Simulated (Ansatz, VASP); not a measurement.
**Sn3GeO4: VASP beside Ansatz**

```
CELL_PARAMETERS angstrom
5.18065 0.00000 0.00000
-0.07960 5.54912 0.00000
-0.02584 -0.21053 5.72948
ATOMIC_POSITIONS crystal
Sn 0.94340 0.54501 0.22239
Sn 0.44861 0.97776 0.21773
Sn 0.43960 0.45522 0.77188
Ge 0.94034 0.04114 0.79978
O 0.80612 0.35118 0.91033
O 0.31942 0.62630 0.09578
O 0.81781 0.87925 0.07467
O 0.28470 0.12414 0.90743
```

Change from the starting cell: the structure that the rattled cell fell into.

Alike in both runs: task single point; functional PBE; k mesh 4 × 4 × 4; occupations gaussian, width 0.1 eV; no spin polarisation.

|  | VASP | Ansatz |
| --- | --- | --- |
| version | VASP 6.6.1 | Ansatz 0.2.0 |
| potentials or method | VASP PAW PBE potentials, release 64 (Sn_d, Ge_d, O), cutoff 520 eV | scalar-relativistic, plane waves, PAW |
| valence electrons in the cell | 80 | 80 |

```tsv
	VASP	Ansatz	Ansatz less VASP
gap on the k mesh at the Fermi level (eV)	1.71	1.72	+0.010
least direct gap on the mesh (eV)	1.75	1.76	+0.006
pressure (GPa)	0.2	0.0	-0.18
traceless stress, the component that is largest in VASP (GPa)	0.09	0.07	-0.015
rms of the force components (eV/Å)	0.034	0.004	-0.0303
```

Atom by atom the forces differ by 0.031 eV/Å (rms over components).
